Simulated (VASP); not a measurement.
# Hf16Si16HO64 (a cell with a defect) (H interstitial hop between voids) in VASP: single point with PBE

Aim: the single point of Hf16Si16HO64 (a cell with a defect) (H interstitial hop between voids) with PBE.

Program: VASP 6.6.1. These are calculated values, not measurements. Logs are shortened: lines on timing, memory, paths and dates and some standing lists are left out, and cuts for length are marked.

## (1) The cell of the first run

The cell holds a defect, 97 atoms: a = 11.159 Å, b = 11.159 Å, c = 11.159 Å, α = 106.89°, β = 106.89°, γ = 114.77°.

## (2) Single point, PBE

Contents of INCAR:

```
ALGO = Normal
EDIFF = 1E-6
ENCUT = 520
GGA = PE
GGA_COMPAT = F
ISIF = 2
ISMEAR = -1
LASPH = T
LCHARG = F
LREAL = Auto
LWAVE = F
NBANDS = 358
NELECT = 610.0
NELM = 120
PREC = Accurate
SIGMA = 0.01
```

Contents of KPOINTS:

```
k-points
0
Gamma
  1 1 1
```

Contents of POSCAR:

```
Hf16Si16HO64
1.0
   -6.6465279200      6.6465279200      6.0147349600
    6.6465279200     -6.6465279200      6.0147349600
    6.6465279200      6.6465279200     -6.0147349600
Hf Si O H
16 16 64 1
Direct
    0.0007746964     -0.0003951700      0.0001454466
    0.3767459328      0.1307981568      0.2535364633
   -0.0006438578      0.0003505040      0.4999533519
    0.3747531095      0.1246835435      0.7492345803
   -0.0013003392      0.5017045390     -0.0013679837
    0.3723343083      0.6211671728      0.2475687285
    0.0012734957      0.5008689137      0.5001901710
    0.3788483591      0.6273947548      0.7513411642
    0.4983354743      0.0011401445      0.0010778149
    0.8742227545      0.1247915790      0.2490816115
    0.4992919025     -0.0015271532      0.4998532558
    0.8755181594      0.1261054325      0.7510513661
    0.4998812089      0.5001300839     -0.0001984758
    0.8749230693      0.6251497059      0.2505547981
    0.4890881634      0.5110642551      0.5006528924
    0.8691543573      0.6233405184      0.7463845109
    0.1218662896      0.3689683884      0.2410667348
    0.2506053921      0.2502028340     -0.0011800304
    0.1249182162      0.3761938235      0.7496087313
    0.2492867424      0.2499516751      0.5006584213
    0.1260876227      0.8766777644      0.2513343934
    0.2489509055      0.7510009043     -0.0003035135
    0.1231872626      0.8738542501      0.7486338064
    0.2500729615      0.7496888645      0.4999604334
    0.6240549676      0.3763827374      0.2515849888
    0.7488526670      0.2511937354     -0.0000521293
    0.6235601082      0.3756947552      0.7482590729
    0.7500978129      0.2498017524      0.4999221026
    0.6238544739      0.8752397238      0.2502546802
    0.7498044854      0.7495821082      0.0010205382
    0.6318460607      0.8785166149      0.7593186476
    0.7493499079      0.7508023280      0.4994706334
    0.0663518283      0.1589341029      0.4076058232
    0.0424712090      0.3790276266      0.3440521786
    0.0218695992      0.1858053729      0.1497762357
    0.2501329114      0.1576160898      0.0891822651
    0.3387051972      0.2484599005      0.4088600285
    0.2979032387      0.4299424625      0.2988930571
    0.1181862727      0.4657952726      0.1555404451
    0.3395368351      0.4333635882      0.0832235781
    0.0688703898      0.1615421332      0.9070962500
    0.0338602928      0.3772073286      0.8414567559
    0.0346311940      0.1934469170      0.6577771363
    0.2501937463      0.1586807312      0.5920926642
    0.3409329500      0.2464376716      0.9068989536
    0.3073207243      0.4662873841      0.8408632834
    0.1224517724      0.4661934081      0.6575393302
    0.3379420477      0.4316627027      0.5955894700
    0.0671006030      0.6589231444      0.4077586670
    0.0350914167      0.8771579451      0.3431586426
    0.0352970090      0.6941347343      0.1583927213
    0.2507054918      0.6595539302      0.0910087442
    0.3343876647      0.7480669646      0.4018211874
    0.3085475700      0.9679821799      0.3437730935
    0.1236988419      0.9678491611      0.1601060090
    0.3394136592      0.9337165828      0.0924977036
    0.0662139013      0.6605523469      0.9070939228
    0.0323284364      0.8765915763      0.8401057503
    0.0314560717      0.6913660353      0.6561652248
    0.2506375092      0.6663680306      0.5990387577
    0.3404971008      0.7491581599      0.9085138522
    0.3057766613      0.9645636110      0.8413374063
    0.1224967234      0.9644210333      0.6564972475
    0.3410632299      0.9327086746      0.5917128274
    0.5678286998      0.1593734774      0.4076602322
    0.5316289605      0.3764735403      0.3405012046
    0.5347476879      0.1935735701      0.1583408014
    0.7509534782      0.1623450523      0.0937084990
    0.8413437807      0.2491066640      0.4079308119
    0.8073357626      0.4658154670      0.3424236312
    0.6237523941      0.4664436646      0.1585417590
    0.8391920182      0.4336669925      0.0916635267
    0.5663413732      0.1605905969      0.9081839409
    0.5333708281      0.3759770760      0.8411445322
    0.5343228932      0.1924650531      0.6574984293
    0.7508644501      0.1584548759      0.5918073672
    0.8376423467      0.2493228683      0.9061063040
    0.8063626565      0.4653073103      0.8415838185
    0.6235127257      0.4680328773      0.6592267038
    0.8406013442      0.4320683766      0.5923174373
    0.5673433153      0.6634446354      0.4066425551
    0.5333787440      0.8775255756      0.3418885042
    0.5341313513      0.6927765289      0.1594309214
    0.7533858369      0.6589855108      0.0927476647
    0.8397798065      0.7494273536      0.4071326556
    0.8065758501      0.9657403298      0.3423397380
    0.6228469117      0.9660558585      0.1582069220
    0.8387218197      0.9313974622      0.0929807898
    0.5666257026      0.6606818635      0.9166875722
    0.5340625831      0.8815658314      0.8438694037
    0.5728081837      0.7030581127      0.7025138609
    0.7515442734      0.6610530608      0.5908532695
    0.8427144910      0.7501048208      0.9109770592
    0.8149493850      0.9793550596      0.8511212155
    0.6214331636      0.9575856383      0.6560476154
    0.8413031661      0.9338310279      0.5927378283
    0.3909466477      0.6053932126      0.5023288434
```

Potentials or basis: VASP PAW PBE potentials, release 64 (Hf_pv, Si, O, H).

Started as:

```
$ cat potpaw_PBE.64/Hf_pv/POTCAR potpaw_PBE.64/Si/POTCAR potpaw_PBE.64/O/POTCAR potpaw_PBE.64/H/POTCAR > POTCAR
$ mpirun -np 1 vasp_gam > vasp.out
```

OUTCAR:

```text
EDIFF = 1E-6
   ENCUT = 520
   GGA = PE
   ISIF = 2
   ISMEAR = -1
   LASPH = T
   LREAL = Auto
   NELECT = 610.0
   NELM = 120
   PREC = Accurate

 ion  position               nearest neighbor table
   1  0.001  1.000  0.000-  94 2.12  35 2.12  58 2.13  55 2.13  36 2.26  93 2.26  88 2.31  41 2.31
                            18 3.02  30 3.02   2 3.65  16 3.65  10 3.65  12 3.65
   2  0.377  0.131  0.254-  37 2.12  65 2.14  36 2.15  56 2.18  66 2.23  67 2.28  54 2.29  55 2.29
                            25 2.98  21 3.02   1 3.65   9 3.66  11 3.67  15 3.73
   3  0.999  0.000  0.500-  63 2.14  50 2.14  86 2.14  43 2.14  44 2.27  96 2.27  85 2.27  33 2.27
                            20 3.00  32 3.00  14 3.65  12 3.65  10 3.65   4 3.65
   4  0.375  0.125  0.749-  45 2.12  73 2.13  44 2.14  64 2.14  74 2.27  75 2.27  63 2.28  62 2.28
                            27 3.01  23 3.02  11 3.64   9 3.65   3 3.65  13 3.65
   5  0.999  0.502  0.999-  39 2.12  78 2.12  51 2.14  42 2.15  57 2.27  52 2.28  77 2.28  72 2.29
                            22 3.00  26 3.02  14 3.65  12 3.65   6 3.65  16 3.65
   6  0.372  0.621  0.248-  81 2.13  52 2.15  40 2.15  53 2.16  38 2.25  83 2.27  39 2.29  82 2.32
                            17 2.98  29 3.03  15 3.52  13 3.64   5 3.65  11 3.67
   7  0.001  0.501  0.500-  47 2.12  59 2.14  70 2.15  34 2.17  60 2.26  49 2.26  69 2.28  80 2.29
                            24 2.99  28 3.02  14 3.64  10 3.65  16 3.67   8 3.67
   8  0.379  0.627  0.751-  48 2.12  89 2.15  61 2.16  60 2.16  91 2.26  46 2.27  90 2.29  47 2.32
                            31 2.99  19 3.03  15 3.50  13 3.64   9 3.66   7 3.67
   9  0.498  0.001  0.001-  90 2.12  67 2.13  62 2.14  87 2.14  56 2.27  61 2.28  73 2.28  68 2.29
                            22 3.00  26 3.02   4 3.65  10 3.65   8 3.66   2 3.66
  10  0.874  0.125  0.249-  88 2.13  69 2.14  33 2.14  68 2.14  35 2.23  87 2.27  86 2.28  34 2.31
                            17 3.01  29 3.01   3 3.65   1 3.65   9 3.65   7 3.65
  11  0.499  0.998  0.500-  82 2.12  54 2.14  75 2.15  95 2.17  64 2.26  53 2.27  76 2.28  65 2.29
                            24 3.00  28 3.02   4 3.64  12 3.65   6 3.67   2 3.67
  12  0.876  0.126  0.751-  41 2.13  76 2.14  96 2.14  77 2.14  94 2.23  42 2.27  43 2.28  95 2.31
                            31 3.01  19 3.01   3 3.65   5 3.65  11 3.65   1 3.65
  13  0.500  0.500  1.000-  74 2.14  71 2.14  46 2.15  83 2.15  89 2.21  40 2.21  84 2.29  45 2.29
                            30 3.00  18 3.00   6 3.64   8 3.64  14 3.65   4 3.65
  14  0.875  0.625  0.251-  84 2.12  72 2.13  49 2.14  85 2.14  71 2.27  70 2.27  50 2.28  51 2.29
                            25 3.01  21 3.02   7 3.64   5 3.65   3 3.65  13 3.65
  15  0.489  0.511  0.501-  97 1.81  91 2.20  38 2.20  81 2.25  48 2.25  79 2.27  66 2.28  37 2.36
                            92 2.36  20 3.02  32 3.02   8 3.50   6 3.52  16 3.72   2 3.73
  16  0.869  0.623  0.746-  92 2.12  80 2.14  93 2.15  57 2.18  79 2.23  78 2.28  59 2.29  58 2.29
                            27 2.98  23 3.02   1 3.65   5 3.65   7 3.67  15 3.72
  17  0.122  0.369  0.241-  38 1.62  35 1.64  39 1.64  34 1.65   6 2.98  10 3.01
  18  0.251  0.250  0.999-  41 1.63  45 1.64  36 1.64  40 1.64  13 3.00   1 3.02
  19  0.125  0.376  0.750-  47 1.63  46 1.64  43 1.64  42 1.64  12 3.01   8 3.03
  20  0.249  0.250  0.501-  37 1.63  48 1.64  44 1.64  33 1.64   3 3.00  15 3.02
  21  0.126  0.877  0.251-  54 1.64  55 1.64  51 1.64  50 1.64  14 3.02   2 3.02
  22  0.249  0.751  1.000-  61 1.64  52 1.64  56 1.64  57 1.64   9 3.00   5 3.00
[... 8 lines left out ...]
  31  0.632  0.879  0.759-  91 1.62  94 1.64  90 1.64  95 1.65   8 2.99  12 3.01
[... 63 lines left out ...]
  95  0.621  0.958  0.656-  31 1.65  11 2.17  12 2.31
  96  0.841  0.934  0.593-  32 1.64  12 2.14   3 2.27
  97  0.391  0.605  0.502-  15 1.81

  LATTYP: Found a body centered tetragonal cell.
 ALAT       =    13.2930558400
 C/A-ratio  =     0.9049439094

  Lattice vectors:

 A1 = (  -6.6465279200,   6.6465279200,   6.0147349600)
 A2 = (   6.6465279200,  -6.6465279200,   6.0147349600)
 A3 = (   6.6465279200,   6.6465279200,  -6.0147349600)

Analysis of symmetry for initial positions (statically):
=====================================================================
 Subroutine PRICEL returns:
[... 287 lines left out ...]
   ENCUT  =  520.0 eV  38.22 Ry    6.18 a.u.  20.75 20.75 20.75*2*pi/ulx,y,z
   NELM   =    120;   NELMIN=  2; NELMDL= -5     # of ELM steps
   EDIFF  = 0.1E-05   stopping-criterion for ELM
   LREAL  =      T    real-space projection
   EDIFFG = 0.1E-04   stopping-criterion for IOM
   NSW    =      0    number of steps for IOM
   IBRION =     -1    ionic relax: 0-MD 1-quasi-New 2-CG
   NFREE  =      0    steps in history (QN), initial steepest desc. (CG)
   ISIF   =      2    stress and relaxation
   ISYM   =      2    0-nonsym 1-usesym 2-fastsym
   POTIM  = 0.5000    time-step for ionic-motion
   TEBEG  =    0.0;   TEEND  =   0.0 temperature during run
   PSTRESS=    0.0 pullay stress
   NELECT =     610.0000    total number of electrons
   NUPDOWN=      -1.0000    fix difference up-down
   EMIN   =  10.00;   EMAX   =-10.00  energy-range for DOS
   EFERMI =   0.00;   METHOD = LEGACY
   ISMEAR =    -1;   SIGMA  =   0.01  broadening in eV -4-tet -1-fermi 0-gaus
   EFERMI_NEDOS =   21; number of points for ismear=-14 and -15
   IALGO  =     38    algorithm
   IMIX   =      4    mixing-type and parameters
     AMIX     =   0.40;   BMIX     =  1.00
     AMIX_MAG =   1.60;   BMIX_MAG =  1.00
  volume/ion in A,a.u.               =      10.96        73.94
  Fermi-wavevector in a.u.,A,eV,Ry     =   1.360492  2.570957 25.183555  1.850939
  Thomas-Fermi vector in A             =   2.487150
   LORBIT       =      0    0 simple, 1 ext, 2 COOP (PROOUT), +10 PAW based schemes
   GGA     = PE    functional components
   LHFCALC =     F    Hartree Fock is set to
   AEXX    =    0.0000 exact exchange contribution
   IVDW    =     0    specifies the selected vdW correction
   LEPSILON=     F    determine dielectric tensor
   LRPA    =     F    only Hartree local field effects (RPA)
 non-spin polarized calculation
  energy-cutoff  :      520.00
  volume of cell :     1062.84
 maximum number of plane-waves:     14334
 NGX is ok and might be reduce to    84
   NGX = 41   NGY = 41   NGZ = 41

 number of electron     610.0000030 magnetization

 Free energy of the ion-electron system (eV)
  ---------------------------------------------------
  ext. energy  EPLUGINS =         0.00000000
  ---------------------------------------------------
  free energy    TOTEN  =      -863.21235154 eV

  energy without entropy =     -863.21235154  energy(sigma->0) =     -863.21235154

 E-fermi :   5.6661     XC(G=0): -10.9706

 val. band max:        5.4228475950   @ k =   0.0000   0.0000   0.0000
 cond. band min:       8.2739416256   @ k =   0.0000   0.0000   0.0000
 fundamental gap:      2.8510940307
 Fermi energy:         5.6661180982

 k-point     1 :       0.0000    0.0000    0.0000
  band No.  band energies     occupation
      1     -26.4709      2.00000
      2     -26.4672      2.00000
      3     -26.4618      2.00000
      4     -26.4591      2.00000
      5     -26.4583      2.00000
      6     -26.4574      2.00000
[... 309 lines left out ...]
    316       8.6998      0.00000
    317       8.7200      0.00000
 [bands above 317 left out]

------------------------ aborting loop because EDIFF is reached ----------------------------------------

  FORCE on cell =-STRESS in cart. coord.  units (eV):
  Direction    XX          YY          ZZ          XY          YZ          ZX
  --------------------------------------------------------------------------------------
  -------------------------------------------------------------------------------------
  Total        1.4688257      1.9146045      2.7391181      3.4971590      0.6576958      0.7962591
  in kB        2.2141890      2.8861806      4.1290980      5.2718107      0.9914470      1.2003250
  external PRESSURE =       3.0764892 kB  Pullay stress =       0.0000000 kB

 VOLUME and BASIS-vectors are now :
 -----------------------------------------------------------------------------
  energy-cutoff  :      520.00
  volume of cell :     1062.84
      direct lattice vectors                 reciprocal lattice vectors
    -6.646527920  6.646527920  6.014734960     0.000000000  0.075227247  0.083129182
     6.646527920 -6.646527920  6.014734960     0.075227247  0.000000000  0.083129182
     6.646527920  6.646527920 -6.014734960     0.075227247  0.075227247  0.000000000

 POSITION                                       TOTAL-FORCE (eV/Angst)
 -----------------------------------------------------------------------------------
      6.63972     -6.63779      6.01614         0.005119     -0.006286      0.000587
      0.05044      3.31984      1.52779         0.012375     -0.002950      0.013268
     -3.31696      9.96287      3.00588        -0.001602      0.002120     -0.000992
      3.31771      6.64190     -1.50247         0.016131      0.005809      0.002768
      3.33414      9.94073      3.01803         0.002533      0.002535     -0.001251
      3.29935     -0.00840      4.48659        -0.026984     -0.006347      0.006452
[... 89 lines left out ...]
      4.55464      3.32466      7.11180         0.118580     -0.001646      0.131100
      4.76407      1.91342      2.97135        -0.022395      0.026418     -0.001083
 -----------------------------------------------------------------------------------
    total drift:                               -0.030299      0.044218     -0.013105

  FREE ENERGIE OF THE ION-ELECTRON SYSTEM (eV)
  ---------------------------------------------------
  free  energy   TOTEN  =      -863.2123515351 eV

  energy  without entropy=     -863.2123515351  energy(sigma->0) =     -863.21235154
```

Wall time 24 min (1 thread of AMD EPYC 7R43 (Zen 3), shared host); peak memory 1.3 GiB.

What came out:

| Quantity | Value |
| --- | --- |
| Free energy | -863.2124 eV |
| Largest force | 0.191 eV/Å |

Forces on the atoms (eV/Å):
```
Hf   0.005 -0.006  0.001
Hf   0.012 -0.003  0.013
Hf  -0.002  0.002 -0.001
Hf   0.016  0.006  0.003
Hf   0.003  0.003 -0.001
Hf  -0.027 -0.006  0.006
Hf   0.019  0.010  0.004
Hf   0.011  0.025 -0.013
Hf  -0.004 -0.003  0.001
Hf  -0.020 -0.004  0.002
Hf  -0.007 -0.018 -0.003
Hf   0.004  0.022  0.001
Hf   0.015 -0.016  0.001
Hf  -0.006 -0.015 -0.004
Hf  -0.009  0.002  0.004
Hf   0.001 -0.012 -0.011
Si   0.007 -0.021 -0.011
Si   0.001  0.004  0.009
Si   0.005  0.005 -0.002
Si   0.004  0.000  0.000
Si  -0.003 -0.005 -0.009
Si   0.000 -0.004 -0.001
Si   0.003  0.002  0.002
Si  -0.002  0.000 -0.005
Si  -0.014 -0.003  0.017
Si   0.005 -0.003  0.001
Si   0.007  0.015 -0.007
Si  -0.002  0.002  0.004
Si  -0.010 -0.003  0.004
Si  -0.006 -0.001 -0.010
Si   0.017 -0.004  0.008
Si  -0.002 -0.003  0.000
O    0.001 -0.119 -0.130
O    0.120 -0.005 -0.119
O   -0.112  0.011 -0.136
O    0.005  0.121 -0.134
O   -0.146 -0.003  0.114
O    0.046  0.107  0.139
O   -0.003 -0.126  0.127
O    0.112  0.010  0.141
O    0.001 -0.132 -0.128
O    0.118 -0.003 -0.130
O   -0.129  0.000 -0.130
O    0.002  0.120 -0.132
O   -0.126  0.002  0.128
O    0.001  0.121  0.133
O   -0.001 -0.140  0.121
O    0.128 -0.008  0.138
O   -0.001 -0.118 -0.131
O    0.128 -0.002 -0.127
O   -0.126  0.000 -0.127
O   -0.003  0.125 -0.132
O   -0.116  0.007  0.128
O    0.000  0.129  0.125
O   -0.003 -0.128  0.126
O    0.109  0.000  0.135
O    0.001 -0.106 -0.135
O    0.131  0.001 -0.124
O   -0.126  0.001 -0.125
O   -0.010  0.117 -0.125
O   -0.119  0.002  0.132
O    0.001  0.126  0.131
O    0.002 -0.128  0.129
O    0.117  0.001  0.136
O    0.003 -0.125 -0.128
O    0.082 -0.001 -0.139
O   -0.132  0.000 -0.128
O   -0.005  0.129 -0.127
O   -0.124  0.000  0.130
O   -0.002  0.125  0.130
O    0.000 -0.119  0.129
O    0.128  0.000  0.130
O   -0.001 -0.129 -0.133
O    0.117 -0.001 -0.128
O   -0.126  0.003 -0.130
O    0.001  0.122 -0.132
O   -0.128  0.002  0.126
O    0.000  0.131  0.127
O    0.002 -0.084  0.136
O    0.124 -0.004  0.127
O    0.010 -0.129 -0.140
O    0.142  0.002 -0.121
O   -0.116 -0.001 -0.135
O    0.000  0.126 -0.128
O   -0.119 -0.001  0.130
O    0.000  0.128  0.129
O    0.003 -0.120  0.128
O    0.132 -0.002  0.127
O   -0.009 -0.110 -0.142
O    0.127  0.002 -0.126
O   -0.108 -0.047 -0.137
O    0.006  0.145 -0.113
O   -0.119 -0.007  0.134
O   -0.011  0.111  0.135
O    0.007 -0.124  0.120
O    0.119 -0.002  0.131
H   -0.022  0.026 -0.001
```

Caveat: the k points lie up to 0.70 Å⁻¹ apart; the cell carries a net charge on a neutralising background, which shifts energy and pressure; the cell is charged against a uniform background, so pressure and absolute levels hang on convention; spin-orbit coupling is left out, which moves the levels of the heavy elements.
